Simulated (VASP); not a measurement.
Input of a VASP 6.6.1 run:

INCAR

```
PREC     = Accurate       # precision mode
ENCUT    = 520            # plane-wave cutoff, eV
EDIFF    = 1E-6           # SCF threshold, eV
ISMEAR   = 0              # smearing method
SIGMA    = 0.15           # smearing width, eV
LREAL    = False          # projectors in reciprocal space
LASPH    = True           # aspherical terms in the spheres
NELM     = 80             # most SCF steps
ALGO     = Fast           # electronic algorithm
ISIF     = 2              # what is computed and relaxed
LWAVE    = False          # write WAVECAR
LCHARG   = False          # write CHGCAR
GGA      = PS             # functional
NBANDS   = 16             # bands
```

Contents of KPOINTS:

```
regular mesh
0
Gamma
  16 16 16
```

POSCAR

```
AlRu
1.0
    2.9916000000      0.0000000000      0.0000000000
    0.0000000000      2.9916000000      0.0000000000
    0.0000000000      0.0000000000      3.0364740000
Al Ru
1 1
Direct
    0.0000000000      0.0000000000      0.0000000000
    0.5000000000      0.5000000000      0.5000000000
```

Potentials or basis: VASP PAW PBE potentials, release 64 (Al, Ru_pv).

Command:

```bash
$ cat potpaw_PBE.64/Al/POTCAR potpaw_PBE.64/Ru_pv/POTCAR > POTCAR
$ mpirun -np 1 vasp_std > vasp.out
```

(1) What does it give for the pressure?

## Answers

(1) -6.2 GPa.

Caveat: the cell differs from its parent crystal (strain +0.0150 x Voigt [0, 0, 1, 0, 0, 0]); the PAW data sets were made with another functional, which shifts forces and pressure a little.
